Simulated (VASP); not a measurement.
# Cr2O3 (R-3c) in VASP: a series of runs

Aim: see how the results for Cr2O3 move with the level of theory and the settings. Levels: r2SCAN, PBE. Tasks: single point.

All numbers are computed with VASP 6.6.1; they aren't measurements. Logs are shortened: lines on timing, memory, paths and dates and some standing lists are left out, and cuts for length are marked.

## Step 1: The cell of the first run

The structure is trigonal, space group R-3c (No. 167). The conventional cell has a = 4.957 Å, b = 4.957 Å, c = 13.592 Å, α = 90.00°, β = 90.00°, γ = 120.00°. Cr (site symmetry 3) has 6 O at 1.96 to 2.01 Å and 1 Cr at 2.65 Å within 2.7 Å. O (site symmetry 2) has 4 Cr at 1.96 to 2.01 Å and 12 O at 2.63 to 2.99 Å within 3.0 Å.

## Step 2: Single point, r2SCAN

The input, POSCAR:

```
Cr2O3
1.0
    2.4785000000      1.4309626400      4.5307666700
   -2.4785000000      1.4309626400      4.5307666700
    0.0000000000     -2.8619252800      4.5307666700
Cr O
4 6
Direct
    0.3474800000      0.3474800000      0.3474800000
    0.1525200000      0.1525200000      0.1525200000
    0.6525200000      0.6525200000      0.6525200000
    0.8474800000      0.8474800000      0.8474800000
    0.5558000000      0.9442000000      0.2500000000
    0.2500000000      0.5558000000      0.9442000000
    0.9442000000      0.2500000000      0.5558000000
    0.4442000000      0.0558000000      0.7500000000
    0.7500000000      0.4442000000      0.0558000000
    0.0558000000      0.7500000000      0.4442000000
```

The input, INCAR.step1:

```
PREC = Accurate ; ENCUT = 520
ISMEAR = -1 ; SIGMA = 0.05
LREAL = F ; LASPH = T
NELM = 60 ; NBANDS = 53
GGA = PE ; ALGO = Normal
EDIFF = 1E-4 ; LWAVE = T
LCHARG = F
```

The input, INCAR.step2:

```
PREC = Accurate ; ENCUT = 520
EDIFF = 1E-6 ; ISMEAR = -1
SIGMA = 0.05 ; LREAL = F
LASPH = T ; NELM = 60
ALGO = Normal ; ISIF = 2
LWAVE = F ; LCHARG = F
METAGGA = R2SCAN ; LMIXTAU = T
NBANDS = 53 ; ISTART = 1
```

The input, KPOINTS:

```
Automatic mesh
0
Gamma
  5 5 5
```

Potentials or basis: VASP PAW PBE potentials, release 64 (Cr_pv, O).

Launch:

```bash
$ cat potpaw_PBE.64/Cr_pv/POTCAR potpaw_PBE.64/O/POTCAR > POTCAR
$ cp INCAR.step1 INCAR
$ mpirun -np 1 vasp_std > vasp.out
$ cp INCAR.step2 INCAR
$ mpirun -np 1 vasp_std > vasp.out
```

OUTCAR:

```text
PREC = Accurate
   ENCUT = 520
   EDIFF = 1E-6
   ISMEAR = -1
   LREAL = F
   LASPH = T
   NELM = 60
   ISIF = 2
   METAGGA = R2SCAN
   ISTART = 1

 ion  position               nearest neighbor table
   1  0.347  0.347  0.347-   9 1.96   8 1.96  10 1.96   6 2.01   7 2.01   5 2.01   2 2.65   3 2.89
                             3 2.89   3 2.89
   2  0.153  0.153  0.153-  10 1.96   8 1.96   9 1.96   7 2.01   6 2.01   5 2.01   1 2.65   4 2.89
                             4 2.89   4 2.89
   3  0.653  0.653  0.653-   6 1.96   5 1.96   7 1.96   9 2.01  10 2.01   8 2.01   4 2.65   1 2.89
                             1 2.89   1 2.89
   4  0.847  0.847  0.847-   7 1.96   5 1.96   6 1.96  10 2.01   9 2.01   8 2.01   3 2.65   2 2.89
                             2 2.89   2 2.89
   5  0.556  0.944  0.250-   3 1.96   4 1.96   1 2.01   2 2.01
   6  0.250  0.556  0.944-   3 1.96   4 1.96   1 2.01   2 2.01
   7  0.944  0.250  0.556-   4 1.96   3 1.96   2 2.01   1 2.01
   8  0.444  0.056  0.750-   1 1.96   2 1.96   3 2.01   4 2.01
   9  0.750  0.444  0.056-   1 1.96   2 1.96   3 2.01   4 2.01
  10  0.056  0.750  0.444-   2 1.96   1 1.96   4 2.01   3 2.01

  LATTYP: Found a trigonal (rhomboedric) cell.
 ALAT       =     5.3589609949
 COS(alpha) =     0.5721942188

  Lattice vectors:

 A1 = (   2.4785000000,   1.4309626400,   4.5307666700)
 A2 = (  -2.4785000000,   1.4309626400,   4.5307666700)
 A3 = (   0.0000000000,  -2.8619252800,   4.5307666700)

Analysis of symmetry for initial positions (statically):
=====================================================================
 Subroutine PRICEL returns:
 Original cell was already a primitive cell.

 Routine SETGRP: Setting up the symmetry group for a
 trigonal (rhombohedral) supercell.

 Subroutine GETGRP returns: Found 12 space group operations
 (whereof  6 operations were pure point group operations)
 out of a pool of 12 trial point group operations.

The static configuration has the point symmetry S_6 .
 The point group associated with its full space group is D_3d.

Analysis of symmetry for dynamics (positions and initial velocities):
=====================================================================
 Subroutine PRICEL returns:
 Original cell was already a primitive cell.

 Routine SETGRP: Setting up the symmetry group for a
 trigonal (rhombohedral) supercell.

 Subroutine GETGRP returns: Found 12 space group operations
 (whereof  6 operations were pure point group operations)
 out of a pool of 12 trial point group operations.

[... 118 lines left out ...]
   ISYM   =      2    0-nonsym 1-usesym 2-fastsym
   POTIM  = 0.5000    time-step for ionic-motion
   TEBEG  =    0.0;   TEEND  =   0.0 temperature during run
   PSTRESS=    0.0 pullay stress
   NELECT =      84.0000    total number of electrons
   NUPDOWN=      -1.0000    fix difference up-down
   EMIN   =  10.00;   EMAX   =-10.00  energy-range for DOS
   EFERMI =   0.00;   METHOD = LEGACY
   ISMEAR =    -1;   SIGMA  =   0.05  broadening in eV -4-tet -1-fermi 0-gaus
   EFERMI_NEDOS =   21; number of points for ismear=-14 and -15
   IALGO  =     38    algorithm
   IMIX   =      4    mixing-type and parameters
     AMIX     =   0.40;   BMIX     =  1.00
     AMIX_MAG =   1.60;   BMIX_MAG =  1.00
  volume/ion in A,a.u.               =       9.64        65.06
  Fermi-wavevector in a.u.,A,eV,Ry     =   1.563584  2.954745 33.263452  2.444795
  Thomas-Fermi vector in A             =   2.666334
   LORBIT       =      0    0 simple, 1 ext, 2 COOP (PROOUT), +10 PAW based schemes
   METAGGA = R2SCAN    functional components
   LHFCALC =     F    Hartree Fock is set to
   AEXX    =    0.0000 exact exchange contribution
   IVDW    =     0    specifies the selected vdW correction
   LEPSILON=     F    determine dielectric tensor
   LRPA    =     F    only Hartree local field effects (RPA)
 non-spin polarized calculation
  energy-cutoff  :      520.00
  volume of cell :       96.41
 maximum number of plane-waves:      2624
   NGX = 19   NGY = 19   NGZ = 19

 number of electron      83.9999993 magnetization

 Free energy of the ion-electron system (eV)
  ---------------------------------------------------
  ext. energy  EPLUGINS =         0.00000000
  ---------------------------------------------------
  free energy    TOTEN  =      -112.50185965 eV

  energy without entropy =     -112.39264164  energy(sigma->0) =     -112.44725065

 E-fermi :   7.4366     XC(G=0): -12.9860

 val. band max:        7.4322865135   @ k =  -0.4000   0.2000  -0.0000
 cond. band min:       7.4421741195   @ k =   0.4000   0.4000   0.2000
 fundamental gap:      0.0098876060
 Fermi energy:         7.4366080223

 k-point     1 :       0.0000    0.0000    0.0000
  band No.  band energies     occupation
      1     -38.2830      2.00000
      2     -38.2256      2.00000
      3     -38.0877      2.00000
      4     -38.0877      2.00000
      5     -38.0616      2.00000
      6     -38.0543      2.00000
[... 1053 lines left out ...]
     52       9.9393      0.00000
     53       9.9838      0.00000

------------------------ aborting loop because EDIFF is reached ----------------------------------------

  FORCE on cell =-STRESS in cart. coord.  units (eV):
  Direction    XX          YY          ZZ          XY          YZ          ZX
  --------------------------------------------------------------------------------------
  -------------------------------------------------------------------------------------
  Total      -11.6281124    -11.6281124     -3.6751411      0.0000000     -0.0000000      0.0000000
  in kB     -193.2322621   -193.2322615    -61.0723227      0.0000000     -0.0000000      0.0000000
  external PRESSURE =    -149.1789488 kB  Pullay stress =       0.0000000 kB

 VOLUME and BASIS-vectors are now :
 -----------------------------------------------------------------------------
  energy-cutoff  :      520.00
  volume of cell :       96.41
      direct lattice vectors                 reciprocal lattice vectors
     2.478500000  1.430962640  4.530766670     0.201734920  0.116471711  0.073571066
    -2.478500000  1.430962640  4.530766670    -0.201734920  0.116471711  0.073571066
     0.000000000 -2.861925280  4.530766670     0.000000000 -0.232943421  0.073571066

 POSITION                                       TOTAL-FORCE (eV/Angst)
 -----------------------------------------------------------------------------------
      0.00000      0.00000      4.72305         0.000000     -0.000000     -0.669205
      0.00000      0.00000      2.07310         0.000000      0.000000      0.669205
      0.00000      0.00000      8.86925         0.000000      0.000000      0.669205
      0.00000      0.00000     11.51920         0.000000      0.000000     -0.669205
     -0.96265      1.43096      7.92884         1.195803      0.000000      0.000000
     -0.75793     -1.54916      7.92884        -0.597901      1.035596      0.000000
      1.72057      0.11820      7.92884        -0.597901     -1.035596      0.000000
      0.96265     -1.43096      5.66346        -1.195803     -0.000000      0.000000
      0.75793      1.54916      5.66346         0.597901     -1.035596      0.000000
     -1.72057     -0.11820      5.66346         0.597901      1.035596      0.000000
 -----------------------------------------------------------------------------------
    total drift:                               -0.000000     -0.000000     -0.000000

  FREE ENERGIE OF THE ION-ELECTRON SYSTEM (eV)
  ---------------------------------------------------
  free  energy   TOTEN  =      -112.5018596544 eV

  energy  without entropy=     -112.3926416394  energy(sigma->0) =     -112.44725065
```

It took 7.4 min on 1 thread of Intel Xeon Platinum 8488C (Sapphire Rapids), shared host; peak memory 0.28 GiB.

Results:

```yaml
Free_energy: -112.5019 eV
Pressure: -14.9 GPa
Largest_force: 1.196 eV/Å
Band_gap_on_the_k_mesh: zero (bands 42 and 43 overlap by 0.27 eV)
```

Forces in eV/Å, atoms in the order of the input:
```
Cr   0.000  0.000 -0.669
Cr   0.000  0.000  0.669
Cr   0.000  0.000  0.669
Cr   0.000  0.000 -0.669
O    1.196  0.000  0.000
O   -0.598  1.036  0.000
O   -0.598 -1.036  0.000
O   -1.196  0.000  0.000
O    0.598 -1.036  0.000
O    0.598  1.036  0.000
```

Caveat: the stress differs along the axes, from -19 to -6 GPa; the PAW data sets were made with another functional, which shifts forces and pressure a little; the run has no spin polarisation, though such a crystal can be magnetic; semilocal functionals often make such compounds metallic where correlation or magnetic order opens a gap, which also shifts bond lengths.

## Step 3: Single point, PBE, collinear spin, ferromagnetic start

The input, INCAR:

```
  PREC = Accurate
  ENCUT = 520
  EDIFF = 1E-7
  ISMEAR = -1
  SIGMA = 0.05
  LREAL = F
  LASPH = T
  NELM = 150
  ALGO = Normal
  ISIF = 2
  LWAVE = F
  LCHARG = F
  ISPIN = 2
  MAGMOM = 3 3 3 3 0 0 0 0 0 0
  LORBIT = 11
  LMAXMIX = 4
  GGA = PE
  NBANDS = 57
```

The input, KPOINTS:

```
regular mesh
0
Gamma
  5 5 5
```

POSCAR is that of step 2.

Potentials or basis: VASP PAW PBE potentials, release 64 (Cr_pv, O).

Launch:

```bash
$ cat potpaw_PBE.64/Cr_pv/POTCAR potpaw_PBE.64/O/POTCAR > POTCAR
$ mpirun -np 1 vasp_std > vasp.out
```

Run time: 4.1 min. Hardware: 1 thread of Intel Xeon Platinum 8488C (Sapphire Rapids), shared host; peak memory 0.36 GiB.

It converged, with:

- Free energy: -87.1823 eV
- Pressure: 8.1 GPa
- Largest force: 0.649 eV/Å
- Band gap on the k mesh: 0.63 eV (least direct gap 0.81 eV)
- Net moment: 12.00 μB per cell
- Site moments: Cr +2.87; O -0.00 μB
- Valence electrons inside the program's atomic spheres: Cr 10.75; O 5.06

Forces in eV/Å, atoms in the order of the input:
```
Cr   0.000  0.000  0.649
Cr   0.000  0.000 -0.649
Cr   0.000  0.000 -0.649
Cr   0.000  0.000  0.649
O   -0.135  0.000  0.000
O    0.067 -0.117  0.000
O    0.067  0.117  0.000
O    0.135  0.000  0.000
O   -0.067  0.117  0.000
O   -0.067 -0.117  0.000
```

Stress tensor (GPa, compression positive):
```
7.97 0.00 0.00
0.00 7.97 0.00
0.00 0.00 8.30
```

Levels at points of the mesh, in eV from the valence-band top:
Spin up:
```tsv
k point	band 44	band 45	band 46	band 47	band 48	band 49	band 50	band 51	band 52	band 53
(0.00, 0.00, 0.00)	-1.17	-0.44	-0.32	-0.32	0.00	1.23	1.23	1.30	1.30	2.88
```
Spin down:
```
           k point  band 33  band 34  band 35  band 36  band 37  band 38  band 39  band 40
(0.00, 0.00, 0.00)    -3.73    -2.93    -2.93    -2.88     0.81     1.26     1.26     1.66
```

Caveat: the cell stands under pressure; semilocal functionals underestimate gaps, and a narrow one can read as zero; the run started ferromagnetic, and an antiferromagnetic order may lie lower in energy. A hybrid or GW would open this gap; PBE tends to underestimate it.
